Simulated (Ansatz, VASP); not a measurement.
Ag: VASP beside Ansatz

INCAR

```
SYSTEM = Ag
ALGO     = Normal         ! electronic algorithm
EDIFF    = 1E-6           ! SCF threshold, eV
EDIFFG   = -0.04          ! ionic threshold
ENCUT    = 600            ! plane-wave cutoff, eV
GGA      = PE             ! functional
IBRION   = 2              ! ionic algorithm
ISIF     = 3              ! what is computed and relaxed
ISMEAR   = 0              ! smearing method
LASPH    = .True.         ! aspherical terms in the spheres
LCHARG   = .False.        ! write CHGCAR
LREAL    = .False.        ! projectors in reciprocal space
LWAVE    = .False.        ! write WAVECAR
NELM     = 80             ! most SCF steps
NSW      = 90             ! ionic steps
PREC     = Accurate       ! precision mode
SIGMA    = 0.1            ! smearing width, eV
```

Contents of KPOINTS:

```
k-points
0
Gamma
  6 6 8
  0 0 0
```

POSCAR

```
Ag
1.0
    1.6984651100     -1.9196869200      0.0000000000
    1.6984651100      1.9196869200      0.0000000000
    0.0000000000      0.0000000000      2.4752386100
Ag
1
Direct
    0.5000000000      0.5000000000      0.5000000000
```

Input for Ansatz:

```yaml
crystal:
  lattice:
    - [1.69846511, -1.91968692, 0.0]
    - [1.69846511, 1.91968692, 0.0]
    - [0.0, 0.0, 2.47523861]
  atoms:
    - { symbol: Ag, position: [0.5, 0.5, 0.5] }
basis:
  ecutwfc: 420
kpoints:
  mp_grid: { grid: [6, 6, 8] }
hamiltonian:
  xc: pbe
scf:
  occupations: { method: gaussian, width: 0.1 }
  lower_state_search: "off"
output:
  forces: true
  stress: true
  eigenvalues: true
relax:
  adjacent_minimum: "off"
  f_tol: 0.04
  max_steps: 70
  cell: { stress_tol: 0.4 }
```

Alike in both runs: task relaxation of cell and atoms; functional PBE; k mesh 6 × 6 × 8; occupations gaussian, width 0.1 eV; no spin polarisation.

```csv
,VASP,Ansatz
version,VASP 6.6.1,Ansatz 0.2.0
potentials or method,"VASP PAW PBE potentials, release 64 (Ag), cutoff 600 eV","scalar-relativistic, plane waves, PAW"
valence electrons in the cell,11,19
```

|  | VASP | Ansatz | Ansatz less VASP |
| --- | --- | --- | --- |
| gap on the k mesh at the Fermi level, each at its own relaxed structure (eV) | none | none | - |
| relaxed volume (Å³/atom) | 19.39 | 19.64 | +0.247 |
| relaxed cell length with the largest relative difference (Å) | 2.834 | 2.784 | -0.0493 |

A gap of «none» marks a metal or a gap that the smearing closes. VASP's potentials hold 11 valence electrons a cell and Ansatz's 19, so a difference there can come from the potentials and not from the codes.

The k mesh is coarse, so the values compare programs but aren't converged. Noted on VASP's run: the volume moved by over 15 % at a fixed basis, so the end points are rough.
